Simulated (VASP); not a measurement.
Set up this calculation in VASP 6.6.1, as the native input.

```
Task                   : single point
Functional             : PBE
Potentials or basis    : VASP PAW PBE potentials, release 64 (Fe)
Cutoff                 : 520 eV
k mesh                 : 25 × 25 × 25
Occupations            : fermi-dirac, width 0.05 eV
Spin                   : collinear spin, ferromagnetic start
Starting moments       : [2.208] μB
Dipole correction      : no
Further INCAR settings : ALGO = Normal; EDIFF = 1e-06; NBANDS = 14
```

The structure of Fe lies in POSCAR:

```
Fe
1.0
   -1.4531094921      1.4531094921      1.4531094921
    1.4531094921     -1.4531094921      1.4531094921
    1.4531094921      1.4531094921     -1.4531094921
Fe
1
Direct
    0.0000000000      0.0000000000      0.0000000000
```

This cell differs from its parent crystal: volume scaled by 1.08.

One way to write it, as run:

INCAR

```
PREC = Accurate
ENCUT = 520
EDIFF = 1E-6
ISMEAR = -1
SIGMA = 0.05
LREAL = F
LASPH = T
NELM = 150
ALGO = Normal
ISIF = 2
LWAVE = F
LCHARG = F
ISPIN = 2
MAGMOM = 2.208
LORBIT = 11
LMAXMIX = 4
GGA = PE
NBANDS = 14
```

KPOINTS

```
regular mesh
0
Gamma
  25 25 25
```

Potentials or basis: VASP PAW PBE potentials, release 64 (Fe).

Command:

```sh
$ cat potpaw_PBE.64/Fe/POTCAR > POTCAR
$ mpirun -np 1 vasp_std > vasp.out
```

Results of the run:

```yaml
Pressure: -11.8 GPa
Net_moment: 2.34 μB per cell
Site_moments: Fe +2.35 μB
Valence_electrons_inside_the_program's_atomic_spheres: Fe 7.12
```

It took 80 s on 1 thread of AMD EPYC 9R45 96-Core Processor (Zen 5), with other jobs on the host, peak memory 0.2 GiB.
